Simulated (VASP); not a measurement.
Input of a VASP 6.6.1 run:

The input INCAR:

```
ALGO = Fast ; EDIFF = 1E-7
ENCUT = 520 ; GGA = PE
ISIF = 2 ; ISMEAR = 0
LASPH = True ; LCHARG = False
LREAL = False ; LWAVE = False
NBANDS = 18 ; NELM = 80
PREC = Accurate ; SIGMA = 0.15
```

KPOINTS

```
k-points
0
Gamma
  20 20 20
```

File POSCAR:

```
Cu
1.0
    1.2462243765     -3.8962085734      0.0000000000
    1.2462243765      3.8962085734      0.0000000000
    0.0000000000      0.0000000000      2.4302086801
Cu
2
Direct
    0.1340351705      0.8659648295      0.2500000000
    0.8659648295      0.1340351705      0.7500000000
```

Potentials or basis: VASP PAW PBE potentials, release 64 (Cu).

Launch:

```console
$ cat potpaw_PBE.64/Cu/POTCAR > POTCAR
$ mpirun -np 1 vasp_std > vasp.out
```

Predict the largest force.

0.052 eV/Å.

Predict the pressure.

10.8 GPa.

Stress tensor (GPa, compression positive):
```
 2.95  0.00  0.00
 0.00 13.85  0.00
 0.00  0.00 15.54
```

Caveat: the stress differs along the axes, from 3 to 16 GPa.
